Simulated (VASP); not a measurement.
Wanted: the native input for a VASP 6.6.1 run.

```yaml
Task: single point
Functional: PBE
Potentials_or_basis: VASP PAW PBE potentials, release 64 (Hf_pv, S, H)
Cutoff: 520 eV
k_mesh: 1 × 1 × 1
Occupations: gaussian, width 0.01 eV
Spin: no spin polarisation
Dipole_correction: no
Further_INCAR_settings: ALGO = Normal; EDIFF = 1e-06; NBANDS = 29
```

The structure of HfS4H4 lies in POSCAR:

```
HfH4S4
1.0
   12.5300000000      0.0000000000      0.0000000000
    0.0000000000     12.5300000000      0.0000000000
    0.0000000000      0.0000000000     13.2500000000
Hf S H
1 4 4
Direct
    0.5000135700      0.5000215500      0.5001343400
    0.6072130900      0.6185323200      0.6048996200
    0.3928140500      0.3815107700      0.6048996200
    0.6185283300      0.3928204300      0.3953705700
    0.3814988000      0.6072226700      0.3953705700
    0.6408890700      0.5340008000      0.6606475500
    0.3591380700      0.4660423000      0.6606475500
    0.5339936200      0.3591380700      0.3396226400
    0.4660335200      0.6409050300      0.3396226400
```

These files were run (other wordings do the same):

INCAR

```
SYSTEM = HfH4S4
  PREC = Accurate
  ENCUT = 520
  EDIFF = 1E-6
  ISMEAR = 0
  SIGMA = 0.01
  LREAL = .False.
  LASPH = .True.
  NELM = 80
  ALGO = Normal
  ISIF = 2
  LWAVE = .False.
  LCHARG = .True.
  GGA = PE
  LELF = .True.
  LVHAR = .True.
  NBANDS = 29
```

KPOINTS

```
regular mesh
0
Gamma
  1 1 1
  0 0 0
```

Potentials or basis: VASP PAW PBE potentials, release 64 (Hf_pv, S, H).

Launch:

```bash
$ cat potpaw_PBE.64/Hf_pv/POTCAR potpaw_PBE.64/S/POTCAR potpaw_PBE.64/H/POTCAR > POTCAR
$ mpirun -np 1 vasp_gam > vasp.out
```

Results of the run:

```yaml
Largest_force: 0.246 eV/Å
Gap_between_the_frontier_levels: 3.64 eV
```

Caveat: spin-orbit coupling is left out, which moves the levels of the heavy elements.

Wall time 3.4 min on 1 thread of Intel(R) Xeon(R) Platinum 8488C (Sapphire Rapids), on a shared host, peak memory 1.4 GiB.
